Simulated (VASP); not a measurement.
A run of VASP 6.6.1:

File INCAR:

```
SYSTEM = Al13B3N16
ALGO = Normal
EDIFF = 1E-6
ENCUT = 520
GGA = PS
ISIF = 2
ISMEAR = -1
LASPH = .True.
LCHARG = .False.
LREAL = Auto
LWAVE = .False.
NBANDS = 246
NELM = 80
PREC = Accurate
SIGMA = 0.05
```

File KPOINTS:

```
Automatic mesh
0
Gamma
  1 1 1
  0.5 0.5 0.5
```

Contents of POSCAR:

```
Al13B3N16
1.0
    8.9935571759      0.0000000000      0.0000000000
    0.0000000000     10.4738541307      0.0000000000
    0.0000000000      0.0000000000      9.6886780687
Al B N
39 9 48
Direct
    0.1697790000      0.0872490000      0.2478970000
    0.0060970000      0.3358710000      0.7486410000
    0.3335320000      0.3270060000      0.2426080000
    0.3332250000      0.3316110000      0.7547170000
    0.1643050000      0.5803800000      0.2535370000
    0.9969630000      0.8299040000      0.2500980000
    0.0053500000      0.8326910000      0.7512630000
    0.8262320000      0.0925200000      0.2561350000
    0.8326220000      0.0865100000      0.7406170000
    0.6640090000      0.3291320000      0.2473420000
    0.6597040000      0.3273790000      0.7479620000
    0.4989070000      0.5815260000      0.2496190000
    0.4926420000      0.5794990000      0.7482020000
    0.3331670000      0.8346700000      0.2549820000
    0.3319570000      0.8375900000      0.7433360000
    0.8371450000      0.5782620000      0.7471600000
    0.6696200000      0.8339360000      0.2486080000
    0.6628460000      0.8363800000      0.7519540000
    0.0043630000      0.1703340000      0.4976460000
    0.0014490000      0.1713370000      0.9982550000
    0.3406680000      0.1636030000      0.5026490000
    0.3427070000      0.1665230000      0.9919980000
    0.1715690000      0.4232430000      0.4987490000
    0.1687900000      0.4197350000      0.9977910000
    0.0049360000      0.6651350000      0.4990850000
    0.0000040000      0.6627240000      0.9984260000
    0.6577850000      0.1684330000      0.9969100000
    0.4969450000      0.4143960000      0.4988040000
    0.3348180000      0.6618230000      0.9926360000
    0.1679660000      0.9163550000      0.5060070000
    0.1696780000      0.9187170000      0.9936560000
    0.8314860000      0.4092740000      0.4859650000
    0.8314560000      0.4172800000      0.0093480000
    0.6619410000      0.6654000000      0.4944260000
    0.6679520000      0.6574970000      0.0046620000
    0.5012930000      0.9213160000      0.4972150000
    0.4993440000      0.9222880000      0.0000210000
    0.8291070000      0.9220930000      0.5015900000
    0.8324830000      0.9203900000      0.9993150000
    0.1729640000      0.0835460000      0.7529650000
    0.0022730000      0.3400020000      0.2539970000
    0.5050170000      0.0853840000      0.2528330000
    0.4949220000      0.0799620000      0.7460050000
    0.1675360000      0.5840920000      0.7457310000
    0.8382150000      0.5791630000      0.2566330000
    0.6561990000      0.1648450000      0.4973640000
    0.5003450000      0.4168470000      0.0023080000
    0.3279140000      0.6640560000      0.5051610000
    0.9974800000      0.1900050000      0.1970460000
    0.0265480000      0.1632780000      0.6935130000
    0.3552520000      0.1541130000      0.1899860000
    0.3320450000      0.1522980000      0.7009900000
    0.1499450000      0.4087460000      0.1945470000
    0.1697270000      0.4355540000      0.6946720000
    0.9823400000      0.6548190000      0.1974420000
    0.0196190000      0.6581020000      0.6937580000
    0.6453190000      0.1576200000      0.1902570000
    0.6412210000      0.1573200000      0.6730320000
    0.4993140000      0.4173360000      0.1720040000
    0.4968340000      0.4144180000      0.6873550000
    0.3307800000      0.6678950000      0.1844520000
    0.3153240000      0.6622210000      0.6789430000
    0.1642450000      0.9183190000      0.1878160000
    0.1661670000      0.9382450000      0.6997690000
    0.8481100000      0.4224190000      0.2068440000
    0.8322340000      0.4092360000      0.6813840000
    0.6866520000      0.6544270000      0.2008400000
    0.6650040000      0.6668490000      0.6889440000
    0.5000490000      0.9349870000      0.1984520000
    0.4987460000      0.9361400000      0.6915150000
    0.8358290000      0.9249820000      0.1925560000
    0.8348030000      0.9156230000      0.6931770000
    0.1711140000      0.0803590000      0.4376540000
    0.1695660000      0.0870400000      0.9226930000
    0.0069080000      0.3362190000      0.4205150000
    0.9990040000      0.3365840000      0.9385040000
    0.5158380000      0.0902800000      0.4244450000
    0.5031370000      0.0819860000      0.9107510000
    0.3320510000      0.3294500000      0.4367500000
    0.3523340000      0.3420790000      0.9505600000
    0.1870210000      0.5940330000      0.4441300000
    0.1681520000      0.5837010000      0.9160440000
    0.9980000000      0.8348700000      0.4437920000
    0.9997130000      0.8318380000      0.9433270000
    0.8135940000      0.0973490000      0.4530880000
    0.8305960000      0.0892840000      0.9359730000
    0.6605160000      0.3130250000      0.4423570000
    0.6488530000      0.3418010000      0.9484660000
    0.4788830000      0.5886820000      0.4460760000
    0.5008040000      0.5625110000      0.9455210000
    0.3338610000      0.8149050000      0.4529830000
    0.3378480000      0.8301760000      0.9362720000
    0.8335170000      0.5801060000      0.4231600000
    0.8341180000      0.5790110000      0.9372960000
    0.6663420000      0.8331370000      0.4400100000
    0.6640630000      0.8281560000      0.9467990000
```

Potentials or basis: VASP PAW PBE potentials, release 64 (Al, B, N).

Launch:

```bash
$ cat potpaw_PBE.64/Al/POTCAR potpaw_PBE.64/B/POTCAR potpaw_PBE.64/N/POTCAR > POTCAR
$ mpirun -np 1 vasp_std > vasp.out
```

Hardware: 1 thread of Intel(R) Xeon(R) 6975P-C (Granite Rapids) (shared host).

Task: How long does it take, and how much memory?

Result: Run time: 4.9 min on 1 thread of Intel(R) Xeon(R) 6975P-C (Granite Rapids), with other jobs on the host, peak memory 0.85 GiB. Counts: scf iterations 17, k points 1.
